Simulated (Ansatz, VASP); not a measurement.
# Two plane-wave programs on ZnS

```
Zn S
1.0
     0.03348    2.67826    2.67826
     2.71174    0.00000    2.71174
     2.67826    2.67826    0.03348
Zn S
1 1
Direct
  0.00000 0.00000 0.00000
  0.75000 0.75000 0.75000
```

Change from the starting cell: strain +0.0250 x Voigt [0, 0, 0, 0, 1, 0], atoms carried along.

Alike in both runs: task single point; functional PBEsol; k mesh 10 × 10 × 10; occupations gaussian, width 0.05 eV; no spin polarisation.

|  | VASP | Ansatz |
| --- | --- | --- |
| version | VASP 6.6.1 | Ansatz 0.2.0 |
| potentials or method | VASP PAW PBE potentials, release 64 (Zn, S), cutoff 520 eV | scalar-relativistic, plane waves, PAW |
| valence electrons in the cell | 18 | 18 |

VASP gave:

* gap on the k mesh at the Fermi level (eV): 2.04
* least direct gap on the mesh (eV): 2.04
* pressure (GPa): 0.3
* traceless stress, the component that is largest in VASP (GPa): -1.85
* rms of the force components (eV/Å): 0.089

Task: Which values does Ansatz return?

Result: gap on the k mesh at the Fermi level (eV): 2.03; least direct gap on the mesh (eV): 2.03; pressure (GPa): 0.1; traceless stress, the component that is largest in VASP (GPa): -1.84; rms of the force components (eV/Å): 0.088.

VASP's potentials were made for PBE, not for PBEsol. Atom by atom the forces differ by 0.001 eV/Å (rms over components).
